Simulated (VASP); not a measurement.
Input of a VASP 6.6.1 run:

Contents of INCAR:

```
PREC = Accurate ; ENCUT = 520
EDIFF = 1E-7 ; ISMEAR = -1
SIGMA = 0.1 ; LREAL = False
LASPH = True ; NELM = 150
ALGO = Normal ; ISIF = 2
LWAVE = False ; LCHARG = False
ISPIN = 2 ; MAGMOM = 1 1 1
LORBIT = 11 ; LMAXMIX = 4
GGA = CA ; NBANDS = 26
```

KPOINTS

```
Automatic mesh
0
Gamma
  15 15 6
```

The input POSCAR:

```
Ni
1.0
    0.0000000000      1.7124962486     -1.7124962486
   -1.7124962486      0.0000000000      1.7124962486
    3.4249924972      3.4249924972      3.4249924972
Ni
3
Direct
    0.0000000000      0.0000000000      0.0000000000
    0.3333333330      0.6666666670      0.3333333330
    0.6666666670      0.3333333330      0.6666666670
```

Potentials or basis: VASP PAW LDA potentials, release 64 (Ni).

The run is started by

```bash
$ cat potpaw_LDA.64/Ni/POTCAR > POTCAR
$ mpirun -np 1 vasp_std > vasp.out
```

Problem. Predict the net moment.

Solution. 1.66 μB per cell.

Problem. What does it give for the pressure?

Solution. -0.1 GPa.

Stress tensor (GPa, compression positive):
```
-0.11 -0.05 -0.05
-0.05 -0.11 -0.05
-0.05 -0.05 -0.11
```
